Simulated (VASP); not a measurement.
A run of VASP 6.6.1 is set up as follows.

The input INCAR:

```
ALGO = Normal ; EDIFF = 1E-6
EDIFFG = -0.04 ; ENCUT = 600
GGA = PE ; IBRION = 2
ISIF = 3 ; ISMEAR = 0
ISYM = 0 ; LASPH = True
LCHARG = False ; LREAL = Auto
LWAVE = False ; NELM = 100
NSW = 70 ; PREC = Accurate
SIGMA = 0.1
```

The input KPOINTS:

```
Automatic mesh
0
Gamma
  2 2 2
  0.5 0.5 0.5
```

The input POSCAR:

```
Al4Mo7W5
1.0
    6.3586856800      0.0000000000      0.0000000000
    0.0000000000      6.3586856800      0.0000000000
    0.0000000000      0.0000000000      6.3586856800
Al Mo W
4 7 5
Direct
    0.9977056465      0.9965951816      0.0016793082
    0.0054661216      0.4982964433      0.5034339857
    0.2494410904      0.7485683351      0.2488914230
    0.7494594288      0.7493793429      0.7504600239
    0.4983867502      0.9993154007      0.9958429982
    0.2503408258      0.2505384892      0.2561429756
    0.5041534775      0.5015745217      0.9976739580
    0.4986601635      0.0019991469      0.5012683228
    0.7509776184      0.2478951902      0.2530359250
    0.2491395964      0.2518149096      0.7484345788
    0.7513882078      0.7429471009      0.2477899473
    0.9959455018      0.4956214687      0.0024164303
    0.9980189205      0.0025964306      0.5025114912
    0.4999135657      0.5041352631      0.5005208195
    0.7525586667      0.2501704642      0.7497598284
    0.2510842520      0.7464713287      0.7503502888
```

Potentials or basis: VASP PAW PBE potentials, release 64 (Al, Mo_sv, W_sv).

Command:

```console
$ cat potpaw_PBE.64/Al/POTCAR potpaw_PBE.64/Mo_sv/POTCAR potpaw_PBE.64/W_sv/POTCAR > POTCAR
$ mpirun -np 1 vasp_std > vasp.out
```

Task: Estimate the relaxed cell.

Result: a = 6.306 Å, b = 6.316 Å, c = 6.330 Å, α = 89.99°, β = 89.90°, γ = 90.02°.

Task: Predict the relaxed volume.

Result: 15.76 Å³/atom.

Task: What does it give for the band gap on the k mesh?

Result: 0.06 eV, direct.

Task: Estimate the space group after relaxing (to 0.05 Å).

Result: P1 (No. 1).

Forces in eV/Å, atoms in the order of the input:
```
Al   0.014  0.005  0.006
Al  -0.022  0.003 -0.008
Al   0.020  0.005  0.003
Al   0.005 -0.011  0.008
Mo  -0.002 -0.024  0.018
Mo  -0.024 -0.002 -0.026
Mo  -0.026  0.001  0.004
Mo  -0.005 -0.012 -0.002
Mo   0.007 -0.012 -0.011
Mo  -0.012 -0.010  0.018
Mo   0.001  0.015 -0.016
W    0.020 -0.003  0.013
W    0.012 -0.011 -0.001
W   -0.010  0.038 -0.003
W    0.035 -0.008 -0.005
W   -0.015  0.026  0.002
```

Caveat: spin-orbit coupling is left out, which moves the levels of the heavy elements. A k mesh can miss the band edges.
